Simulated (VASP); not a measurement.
The system is TiTe3Se.

```
Ti Te Se
1.0
     4.99214    0.00000    0.00000
     0.00000    4.99214    0.00000
     0.00000    0.00000    8.57701
Ti Te Se
1 3 1
Direct
  0.50000 0.50000 0.43995
  0.50000 0.00000 0.56440
  0.00000 0.50000 0.56440
  0.50000 0.50000 0.88548
  0.50000 0.50000 0.17440
```

The cell was generated, and may not be a known phase.

| Item | Value |
| --- | --- |
| Program | VASP 6.6.1 |
| Task | relaxation of cell and atoms |
| Functional | PBE |
| Potentials or basis | VASP PAW PBE potentials, release 64 (Ti_sv, Te, Se) |
| Cutoff | 600 eV |
| k mesh | 8 × 8 × 6 |
| Occupations | gaussian, width 0.1 eV |
| Spin | no spin polarisation |

At the start: pressure 0.2 GPa; volume 42.75 Å³/atom.

Question: How do energy, volume and symmetry change on relaxing?

Answer: Over 51 steps the energy falls by 9.3 meV/atom and the volume is 43.99 Å³/atom (+2.9 %); space group P4mm (No. 99, to 0.1 Å) before and after.

The path:
```csv
step,energy change (eV),largest force (eV/Å),pressure (GPa),volume (Å³)
1,0.0000,0.0395,0.22,213.75
3,-0.0011,0.0754,0.01,214.78
5,-0.0020,0.0395,-0.08,215.75
7,-0.0029,0.0184,-0.07,215.70
9,-0.0049,0.1720,0.00,215.49
11,-0.0067,0.0603,0.00,215.42
13,-0.0127,0.4755,0.06,214.95
15,-0.0152,0.6498,0.11,214.77
17,-0.0168,0.8111,0.13,214.55
19,-0.0169,0.8429,0.14,214.51
21,-0.0176,0.8924,0.13,214.48
23,-0.0177,0.9104,0.13,214.47
25,-0.0196,0.8723,0.13,214.50
27,-0.0272,0.6997,0.10,214.64
29,-0.0410,0.1451,0.04,215.18
31,-0.0426,0.0428,0.11,215.42
33,-0.0429,0.0465,0.09,215.76
35,-0.0434,0.0601,-0.06,217.09
37,-0.0446,0.0419,-0.03,217.57
39,-0.0448,0.0624,-0.01,217.97
41,-0.0450,0.0444,0.02,218.06
43,-0.0459,0.0586,-0.04,219.00
45,-0.0461,0.0720,-0.09,219.88
47,-0.0464,0.0335,-0.04,219.92
49,-0.0465,0.0105,-0.01,219.95
51,-0.0465,0.0086,0.00,219.94
```

Final structure:
```yaml
crystal:
  lattice:
    - [4.81835, 0.00000, 0.00000]
    - [0.00000, 4.81835, 0.00000]
    - [0.00000, 0.00000, 9.47365]
  atoms:
    - { symbol: Ti, position: [0.50000, 0.50000, 0.41940] }
    - { symbol: Te, position: [0.50000, 0.00000, 0.55616] }
    - { symbol: Te, position: [0.00000, 0.50000, 0.55616] }
    - { symbol: Te, position: [0.50000, 0.50000, 0.91931] }
    - { symbol: Se, position: [0.50000, 0.50000, 0.17760] }
```

Caveat: this functional lacks dispersion, which binds layers or chains, so the pressure and a relaxed spacing across them are unreliable.
